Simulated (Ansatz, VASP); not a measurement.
One calculation of Pb, two programs

The input INCAR:

```
  PREC = Accurate
  ENCUT = 520
  EDIFF = 1E-8
  ISMEAR = -1
  SIGMA = 0.05
  LREAL = False
  LASPH = True
  NELM = 60
  ALGO = Normal
  ISIF = 2
  LWAVE = False
  LCHARG = False
  LEFG = True
  NBANDS = 21
```

KPOINTS

```
Automatic mesh
0
Gamma
  8 8 8
```

POSCAR

```
Pb
1.0
    0.0343900006      3.4561950558      3.4561950558
    3.4561950558      0.0343900006      3.4561950558
    3.4561950558      3.4561950558      0.0343900006
Pb
2
Direct
    0.0000000000      0.0000000000      0.0000000000
    0.2500000000      0.2500000000      0.2500000000
```

Input for Ansatz:

```yaml
crystal:
  lattice:
    - [0.0343900006, 3.4561950558, 3.4561950558]
    - [3.4561950558, 0.0343900006, 3.4561950558]
    - [3.4561950558, 3.4561950558, 0.0343900006]
  atoms:
    - { symbol: Pb, position: [0.0, 0.0, 0.0] }
    - { symbol: Pb, position: [0.25, 0.25, 0.25] }
kpoints:
  mp_grid: { grid: [8, 8, 8] }
scf:
  occupations: { method: fermi_dirac, width: 0.05 }
hamiltonian:
  xc: lda
  pseudopotentials: { kind: all_electron, datasets: crystal }
output:
  forces: true
  stress: true
  eigenvalues: true
  efg: { contact_densities: true }
```

Change from the starting cell: equal xy, yz and zx shear strains of +1 %, crystal datasets.

Alike in both runs: task electric field gradients; functional LDA; k mesh 8 × 8 × 8; occupations fermi-dirac, width 0.05 eV; no spin polarisation.

|  | VASP | Ansatz |
| --- | --- | --- |
| version | VASP 6.6.1 | Ansatz 0.2.0 |
| potentials or method | VASP PAW LDA potentials, release 64 (Pb_d), cutoff 520 eV | all-electron PAW with datasets made for the crystal, scalar-relativistic |

VASP gave:

- pressure (GPa): -0.7
- traceless stress, the component that is largest in VASP (GPa): -0.33
- rms of the force components (eV/Å): 0.061
- size of Vzz on the site where it differs most (V/Å²): 26.5

Q: Which values does Ansatz return?

A: Pressure (GPa): -0.7; traceless stress, the component that is largest in VASP (GPa): -0.33; rms of the force components (eV/Å): 0.060; size of Vzz on the site where it differs most (V/Å²): 26.0.

LDA's correlation is that of Perdew and Zunger in VASP and of Perdew and Wang (1992) in Ansatz. Atom by atom the forces differ by 0.001 eV/Å (rms over components). Ansatz ran all-electron here, and VASP with PAW potentials.

Neither program's run includes spin-orbit coupling.
